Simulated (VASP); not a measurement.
# H10CO5: single point with PBE

System: H10CO5.

```
O H C
1.0
     5.25117    0.00000    0.00000
     0.00000    5.25117    0.00000
     0.00000    0.00000    5.25117
O H C
5 10 1
Direct
  0.97444 0.28426 0.16954
  0.65445 0.27430 0.76715
  0.35386 0.00393 0.40556
  0.42677 0.54308 0.16511
  0.02895 0.78872 0.73372
  0.90779 0.23886 0.00088
  0.08609 0.14633 0.23292
  0.55693 0.17733 0.64024
  0.53123 0.35159 0.88674
  0.23136 0.92551 0.52345
  0.41080 0.85394 0.30690
  0.24848 0.47700 0.16059
  0.51629 0.43069 0.28372
  0.64606 0.79309 0.80497
  0.87137 0.77472 0.08759
  0.84677 0.78754 0.87563
```

```
Program             : VASP 6.6.1
Task                : single point
Functional          : PBE
Potentials or basis : VASP PAW PBE potentials, release 64 (O_h, H_h, C_h)
Cutoff              : 1000 eV
k mesh              : 1 × 1 × 1
Occupations         : fermi-dirac, width 0.02 eV
Spin                : no spin polarisation
```

```
Pressure      : 0.3 GPa
Largest force : 0.314 eV/Å
```

Forces in eV/Å, atoms in the order of the input:
```
O    0.100  0.004  0.078
O   -0.025  0.078  0.123
O   -0.013  0.068  0.015
O    0.077 -0.019 -0.011
O    0.082  0.059 -0.098
H   -0.065 -0.020  0.014
H   -0.026  0.156 -0.122
H   -0.040 -0.053 -0.099
H    0.161  0.012 -0.094
H   -0.001 -0.012  0.092
H    0.066 -0.069 -0.051
H   -0.046 -0.076  0.087
H   -0.066  0.082 -0.029
H    0.016 -0.058  0.008
H    0.047 -0.001  0.018
C   -0.266 -0.152  0.069
```

Stress tensor (GPa, compression positive):
```
-0.66  0.36 -1.14
 0.36  0.67 -0.60
-1.14 -0.60  0.86
```

Levels at points of the mesh, in eV from the Fermi level:
```tsv
k point	band 18	band 19	band 20	band 21	band 22	band 23	band 24	band 25	band 26	band 27
(0.00, 0.00, 0.00)	-1.67	-1.64	-1.41	-1.24	-0.58	3.57	4.65	7.76	8.77	9.05
```

Wall time 15 s on 1 thread of AMD EPYC 9R45 96-Core Processor (Zen 5) (shared host), peak memory 0.31 GiB.

Caveat: the k points lie up to 1.20 Å⁻¹ apart, too coarse for converged energies, forces and pressures.
